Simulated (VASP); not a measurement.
# CdS (P6_3mc) in VASP: a series of runs

The runs below take CdS through single point, relaxation of the atoms, with PBE.

All numbers are computed with VASP 6.6.1; they aren't measurements. Logs are shortened: lines on timing, memory, paths and dates and some standing lists are left out, and cuts for length are marked.

## Step 1: The cell of the first run

The structure is hexagonal, space group P6_3mc (No. 186). Conventional cell: a = 4.155 Å, b = 4.155 Å, c = 6.761 Å, α = 90.00°, β = 90.00°, γ = 120.00°. Within 3.4 Å of Cd (site symmetry 3m) lie 4 S at 2.54 to 2.55 Å. S (site symmetry 3m) has 4 Cd at 2.54 to 2.55 Å within 3.4 Å.

## Step 2: Single point, PBE (strained cell)

The input, INCAR:

```
ALGO = Normal
EDIFF = 1E-6
ENCUT = 500
GGA = PE
GGA_COMPAT = F
ISIF = 2
ISMEAR = 0
LASPH = T
LCHARG = T
LELF = T
LREAL = F
LVHAR = T
LWAVE = F
NBANDS = 26
NELM = 120
PREC = Accurate
SIGMA = 0.02
```

The input, KPOINTS:

```
k-points
0
Gamma
  6 6 4
```

The input, POSCAR:

```
CdS
1.0
    4.1546907558      0.0000000000      0.0000000000
   -2.0773453779      3.5980677394      0.0000000000
    0.0000000000      0.0000000000      6.7614101629
Cd S
2 2
Direct
    0.3333333333      0.6666666667      0.0002495582
    0.6666666667      0.3333333333      0.5002495582
    0.3333333333      0.6666666667      0.3767504418
    0.6666666667      0.3333333333      0.8767504418
```

Potentials or basis: VASP PAW PBE potentials, release 64 (Cd, S).

Launch:

```sh
cat potpaw_PBE.64/Cd/POTCAR potpaw_PBE.64/S/POTCAR > POTCAR
mpirun -np 1 vasp_std > vasp.out
```

OUTCAR:

```text
EDIFF = 1E-6
   ENCUT = 500
   GGA = PE
   ISIF = 2
   ISMEAR = 0
   LASPH = T
   LREAL = F
   NELM = 120
   PREC = Accurate

 ion  position               nearest neighbor table
   1  0.333  0.667  0.000-   4 2.54   4 2.54   4 2.54   3 2.55
   2  0.667  0.333  0.500-   3 2.54   3 2.54   3 2.54   4 2.55
   3  0.333  0.667  0.377-   2 2.54   2 2.54   2 2.54   1 2.55
   4  0.667  0.333  0.877-   1 2.54   1 2.54   1 2.54   2 2.55

  LATTYP: Found a hexagonal cell.
 ALAT       =     4.1546907558
 C/A-ratio  =     1.6274159884

  Lattice vectors:

 A1 = (   4.1546907558,   0.0000000000,   0.0000000000)
 A2 = (  -2.0773453779,   3.5980677394,   0.0000000000)
 A3 = (   0.0000000000,   0.0000000000,   6.7614101629)

Analysis of symmetry for initial positions (statically):
=====================================================================
 Subroutine PRICEL returns:
 Original cell was already a primitive cell.

 Routine SETGRP: Setting up the symmetry group for a
 hexagonal supercell.

 Subroutine GETGRP returns: Found 12 space group operations
 (whereof  6 operations were pure point group operations)
 out of a pool of 24 trial point group operations.

The static configuration has the point symmetry C_3v.
 The point group associated with its full space group is C_6v.

Analysis of symmetry for dynamics (positions and initial velocities):
=====================================================================
 Subroutine PRICEL returns:
 Original cell was already a primitive cell.

 Routine SETGRP: Setting up the symmetry group for a
 hexagonal supercell.

 Subroutine GETGRP returns: Found 12 space group operations
 (whereof  6 operations were pure point group operations)
 out of a pool of 24 trial point group operations.

The dynamic configuration has the point symmetry C_3v.
 The point group associated with its full space group is C_6v.

 Subroutine INISYM returns: Found 12 space group operations
 (whereof  6 operations are pure point group operations),
 and found     1 'primitive' translations

----------------------------------------------------------------------------------------

                                     Primitive cell

  volume of cell :     101.0754

  direct lattice vectors                    reciprocal lattice vectors
     4.154690756  0.000000000  0.000000000     0.240691801  0.138963476  0.000000000
    -2.077345378  3.598067739  0.000000000     0.000000000  0.277926952  0.000000000
     0.000000000  0.000000000  6.761410163     0.000000000  0.000000000  0.147898142

  length of vectors
     4.154690756  4.154690756  6.761410163     0.277926952  0.277926952  0.147898142

  position of ions in fractional coordinates (direct lattice)
     0.333333333  0.666666667  0.000249558
     0.666666667  0.333333333  0.500249558
     0.333333333  0.666666667  0.376750442
     0.666666667  0.333333333  0.876750442

  ion indices of the primitive-cell ions
   primitive index   ion index
                 1           1
                 2           2
                 3           3
                 4           4

----------------------------------------------------------------------------------------

 KPOINTS: k-points

Automatic generation of k-mesh.
 Grid dimensions read from file:
 generate k-points for:    6    6    4

 Generating k-lattice:

  Cartesian coordinates                     Fractional coordinates (reciprocal lattice)
     0.040115300  0.023160579  0.000000000     0.166666667  0.000000000  0.000000000
     0.000000000  0.046321159  0.000000000     0.000000000  0.166666667  0.000000000
     0.000000000  0.000000000  0.036974535     0.000000000  0.000000000  0.250000000

  Length of vectors
     0.046321159  0.046321159  0.036974535

  Shift w.r.t. Gamma in fractional coordinates (k-lattice)
     0.000000000  0.000000000  0.000000000

 Subroutine IBZKPT returns following result:
 ===========================================

 Found     21 irreducible k-points:

 Following reciprocal coordinates:
            Coordinates               Weight
  0.000000  0.000000  0.000000      1.000000
  0.166667  0.000000  0.000000      6.000000
  0.333333  0.000000  0.000000      6.000000
  0.500000  0.000000  0.000000      3.000000
  0.166667  0.166667  0.000000      6.000000
  0.333333  0.166667  0.000000     12.000000
[... 13 lines left out ...]
  0.333333  0.166667  0.500000     12.000000
  0.333333  0.333333  0.500000      2.000000
   k-points           NKPTS =     21   k-points in BZ     NKDIM =     21   number of bands    NBANDS=     26
   number of dos      NEDOS =    301   number of ions     NIONS =      4
   total plane-waves  NPLWV =  45000
   dimension x,y,z NGX =    30 NGY =   30 NGZ =   50
   dimension x,y,z NGXF=    60 NGYF=   60 NGZF=  100
   ions per type =               2   2
   NGX,Y,Z   is equivalent  to a cutoff of  12.00, 12.00, 12.29 a.u.
   NGXF,Y,Z  is equivalent  to a cutoff of  24.01, 24.01, 24.59 a.u.
 SYSTEM =  unknown system
   PREC   = accura    normal or accurate (medium, high low for compatibility)
   ISTART =      0    job   : 0-new  1-cont  2-samecut
   ICHARG =      2    charge: 1-file 2-atom 10-const
   ISPIN  =      1    spin polarized calculation?
   LNONCOLLINEAR =      F non collinear calculations
   LSORBIT =      F    spin-orbit coupling
   LASPH  =      T    aspherical Exc in radial PAW
   ENCUT  =  500.0 eV  36.75 Ry    6.06 a.u.   7.57  7.57 12.33*2*pi/ulx,y,z
   NELM   =    120;   NELMIN=  2; NELMDL= -5     # of ELM steps
   EDIFF  = 0.1E-05   stopping-criterion for ELM
   LREAL  =      F    real-space projection
   EDIFFG = 0.1E-04   stopping-criterion for IOM
   NSW    =      0    number of steps for IOM
   IBRION =     -1    ionic relax: 0-MD 1-quasi-New 2-CG
   NFREE  =      0    steps in history (QN), initial steepest desc. (CG)
   ISIF   =      2    stress and relaxation
   ISYM   =      2    0-nonsym 1-usesym 2-fastsym
   POTIM  = 0.5000    time-step for ionic-motion
   TEBEG  =    0.0;   TEEND  =   0.0 temperature during run
   PSTRESS=    0.0 pullay stress
   NELECT =      36.0000    total number of electrons
   NUPDOWN=      -1.0000    fix difference up-down
   EMIN   =  10.00;   EMAX   =-10.00  energy-range for DOS
   EFERMI =   0.00;   METHOD = LEGACY
   ISMEAR =     0;   SIGMA  =   0.02  broadening in eV -4-tet -1-fermi 0-gaus
   EFERMI_NEDOS =   21; number of points for ismear=-14 and -15
   IALGO  =     38    algorithm
   IMIX   =      4    mixing-type and parameters
     AMIX     =   0.40;   BMIX     =  1.00
     AMIX_MAG =   1.60;   BMIX_MAG =  1.00
  volume/ion in A,a.u.               =      25.27       170.52
  Fermi-wavevector in a.u.,A,eV,Ry     =   1.160452  2.192937 18.322273  1.346649
  Thomas-Fermi vector in A             =   2.297034
   LORBIT       =      0    0 simple, 1 ext, 2 COOP (PROOUT), +10 PAW based schemes
   GGA     = PE    functional components
   LHFCALC =     F    Hartree Fock is set to
   AEXX    =    0.0000 exact exchange contribution
   IVDW    =     0    specifies the selected vdW correction
   LEPSILON=     F    determine dielectric tensor
   LRPA    =     F    only Hartree local field effects (RPA)
 non-spin polarized calculation
 Gauss-broadening in eV      SIGMA  =   0.02
  energy-cutoff  :      500.00
  volume of cell :      101.08
 maximum number of plane-waves:      2587
   NGX = 15   NGY = 15   NGZ = 25

 number of electron      35.9999969 magnetization

 Free energy of the ion-electron system (eV)
  ---------------------------------------------------
  ext. energy  EPLUGINS =         0.00000000
  ---------------------------------------------------
  free energy    TOTEN  =       -12.27477497 eV

  energy without entropy =      -12.27477497  energy(sigma->0) =      -12.27477497

 E-fermi :   1.2442     XC(G=0):  -9.0574

 val. band max:        1.1578935296   @ k =   0.0000   0.0000   0.0000
 cond. band min:       2.3418460035   @ k =   0.0000   0.0000   0.0000
 fundamental gap:      1.1839524739
 Fermi energy:         1.2442142367

 k-point     1 :       0.0000    0.0000    0.0000
  band No.  band energies     occupation
      1     -11.1042      2.00000
      2     -10.6893      2.00000
      3      -6.4868      2.00000
      4      -6.4801      2.00000
      5      -6.4801      2.00000
      6      -6.3994      2.00000
[... 18 lines left out ...]
     25       8.7341      0.00000
     26       8.8178      0.00000

 k-point     2 :       0.1667    0.0000    0.0000
  band No.  band energies     occupation
      1     -11.0128      2.00000
      2     -10.6500      2.00000
      3      -6.4566      2.00000
      4      -6.4440      2.00000
      5      -6.4086      2.00000
      6      -6.3529      2.00000
[... 18 lines left out ...]
     25       8.6762      0.00000
     26       9.3019      0.00000

 k-point     3 :       0.3333    0.0000    0.0000
  band No.  band energies     occupation
      1     -10.8154      2.00000
      2     -10.5843      2.00000
      3      -6.4046      2.00000
      4      -6.3888      2.00000
      5      -6.2686      2.00000
      6      -6.2434      2.00000
[... 18 lines left out ...]
     25       9.4837      0.00000
     26       9.9519      0.00000

 k-point     4 :       0.5000    0.0000    0.0000
  band No.  band energies     occupation
      1     -10.6988      2.00000
      2     -10.5690      2.00000
      3      -6.3895      2.00000
      4      -6.3719      2.00000
      5      -6.1943      2.00000
      6      -6.1917      2.00000
[... 18 lines left out ...]
     25       9.5241      0.00000
     26      11.2560      0.00000

 k-point     5 :       0.1667    0.1667    0.0000
  band No.  band energies     occupation
      1     -10.8676      2.00000
      2     -10.5984      2.00000
      3      -6.4112      2.00000
      4      -6.4009      2.00000
      5      -6.2932      2.00000
      6      -6.2915      2.00000
[... 18 lines left out ...]
     25       9.2524      0.00000
     26       9.7740      0.00000

 k-point     6 :       0.3333    0.1667    0.0000
  band No.  band energies     occupation
      1     -10.7003      2.00000
      2     -10.5695      2.00000
      3      -6.4020      2.00000
      4      -6.3443      2.00000
      5      -6.2162      2.00000
      6      -6.2035      2.00000
[... 340 lines left out ...]
 k-point    18 :       0.5000    0.0000    0.5000
  band No.  band energies     occupation
      1     -10.6240      2.00000
      2     -10.6240      2.00000
      3      -6.3580      2.00000
      4      -6.3580      2.00000
      5      -6.2789      2.00000
      6      -6.2789      2.00000
[... 18 lines left out ...]
     25       9.5600      0.00000
     26       9.5600      0.00000

 k-point    19 :       0.1667    0.1667    0.5000
  band No.  band energies     occupation
      1     -10.7248      2.00000
      2     -10.7248      2.00000
      3      -6.3605      2.00000
      4      -6.3605      2.00000
      5      -6.3345      2.00000
      6      -6.3345      2.00000
[... 18 lines left out ...]
     25       9.1500      0.00000
     26       9.1500      0.00000

 k-point    20 :       0.3333    0.1667    0.5000
  band No.  band energies     occupation
      1     -10.6249      2.00000
      2     -10.6249      2.00000
      3      -6.3335      2.00000
      4      -6.3335      2.00000
      5      -6.2878      2.00000
      6      -6.2878      2.00000
[... 18 lines left out ...]
     25       9.6162      0.00000
     26       9.6162      0.00000

 k-point    21 :       0.3333    0.3333    0.5000
  band No.  band energies     occupation
      1     -10.5928      2.00000
      2     -10.5928      2.00000
      3      -6.3032      2.00000
      4      -6.3032      2.00000
      5      -6.2879      2.00000
      6      -6.2879      2.00000
[... 18 lines left out ...]
     25      10.4926      0.00000
     26      10.4926      0.00000

------------------------ aborting loop because EDIFF is reached ----------------------------------------

  FORCE on cell =-STRESS in cart. coord.  units (eV):
  Direction    XX          YY          ZZ          XY          YZ          ZX
  --------------------------------------------------------------------------------------
  -------------------------------------------------------------------------------------
  Total        1.2823397      1.2823397      1.2756210      0.0000000      0.0000000      0.0000000
  in kB       20.3267693     20.3267693     20.2202683      0.0000000      0.0000000      0.0000000
  external PRESSURE =      20.2912690 kB  Pullay stress =       0.0000000 kB

 VOLUME and BASIS-vectors are now :
 -----------------------------------------------------------------------------
  energy-cutoff  :      500.00
  volume of cell :      101.08
      direct lattice vectors                 reciprocal lattice vectors
     4.154690756  0.000000000  0.000000000     0.240691801  0.138963476  0.000000000
    -2.077345378  3.598067739  0.000000000     0.000000000  0.277926952  0.000000000
     0.000000000  0.000000000  6.761410163     0.000000000  0.000000000  0.147898142

 POSITION                                       TOTAL-FORCE (eV/Angst)
 -----------------------------------------------------------------------------------
     -0.00000      2.39871      0.00169         0.000000      0.000000      0.001772
      2.07735      1.19936      3.38239        -0.000000     -0.000000      0.001772
     -0.00000      2.39871      2.54736        -0.000000      0.000000     -0.001772
      2.07735      1.19936      5.92807         0.000000     -0.000000     -0.001772
 -----------------------------------------------------------------------------------
    total drift:                               -0.000000     -0.000000     -0.000320

  FREE ENERGIE OF THE ION-ELECTRON SYSTEM (eV)
  ---------------------------------------------------
  free  energy   TOTEN  =       -12.2747749747 eV

  energy  without entropy=      -12.2747749747  energy(sigma->0) =      -12.27477497
```

It took 80 s on 1 thread of Intel Xeon 8259CL, shared host; peak memory 0.22 GiB.

What came out:

| Quantity | Value |
| --- | --- |
| Free energy | -12.2748 eV |
| Pressure | 2.0 GPa |
| Band gap on the k mesh | 1.18 eV |

Caveat: the cell differs from its parent crystal (strained cell).

[end of part 1 of 2]
